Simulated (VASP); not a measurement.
Input of a VASP 6.6.1 run:

Contents of INCAR:

```
  AGGAC = 0.0
  ALDAC = 0.0
  ALGO = Normal
  EDIFF = 1E-7
  ENCUT = 520
  GGA = PE
  ISIF = 2
  ISMEAR = -1
  LASPH = T
  LCHARG = F
  LREAL = F
  LWAVE = F
  NBANDS = 35
  NELM = 60
  PREC = Accurate
  SIGMA = 0.05
```

The input KPOINTS:

```
k-points
0
Gamma
  10 10 2
```

POSCAR

```
MoS2
1.0
    3.2056317491      0.0000000000      0.0000000000
   -1.6028158746      2.7761585299      0.0000000000
    0.0000000000      0.0000000000     21.8140523775
Mo S
2 4
Direct
    0.3333333333      0.6666666667      0.8511602300
    0.6666666667      0.3333333333      0.1488397700
    0.6666666667      0.3333333333      0.7796253900
    0.3333333333      0.6666666667      0.0772510000
    0.6666666667      0.3333333333      0.9227490000
    0.3333333333      0.6666666667      0.2203746100
```

Potentials or basis: VASP PAW PBE potentials, release 64 (Mo_sv, S).

Run with:

```sh
$ cat potpaw_PBE.64/Mo_sv/POTCAR potpaw_PBE.64/S/POTCAR > POTCAR
$ mpirun -np 1 vasp_std > vasp.out
```

Problem. Predict the band gap on the k mesh.

Solution. 1.37 eV (least direct gap 1.84 eV).

Problem. Estimate the largest force.

Solution. 1.205 eV/Å.

Forces in eV/Å, atoms in the order of the input:
```
Mo   0.000  0.000 -0.013
Mo   0.000  0.000  0.013
S    0.000  0.000 -1.205
S    0.000  0.000 -0.981
S    0.000  0.000  0.981
S    0.000  0.000  1.205
```
